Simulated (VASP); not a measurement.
Here is a VASP 6.6.1 calculation.

Contents of INCAR:

```
SYSTEM = Ti
ALGO = Fast
EDIFF = 1E-6
ENCUT = 520
GGA = PE
ISIF = 2
ISMEAR = 0
LASPH = .TRUE.
LCHARG = .TRUE.
LELF = .TRUE.
LREAL = .FALSE.
LVHAR = .TRUE.
LWAVE = .FALSE.
NBANDS = 19
NELM = 80
PREC = Accurate
SIGMA = 0.15
```

Contents of KPOINTS:

```
k-points
0
G
  18 18 10
  0 0 0
```

POSCAR

```
Ti
1.0
    2.9499978604      0.0000000000      0.0000000000
   -1.4749989302      2.5547730882      0.0000000000
    0.0000000000      0.0000000000      4.7797200000
Ti
2
Direct
    0.3333333333      0.6666666667      0.2500000000
    0.6666666667      0.3333333333      0.7500000000
```

Potentials or basis: VASP PAW PBE potentials, release 64 (Ti_sv).

The run is started by

```bash
$ cat potpaw_PBE.64/Ti_sv/POTCAR > POTCAR
$ mpirun -np 1 vasp_std > vasp.out
```

(1) Predict the pressure.

(2) What does it give for the band gap on the k mesh?

Results:

(1) -4.1 GPa.

(2) zero (band 12 reaches 8.68 eV, above the bottom of band 13 at 7.62 eV).

Caveat: the cell differs from its parent crystal (strain +0.0200 x Voigt [0, 0, 1, 0, 0, 0]).
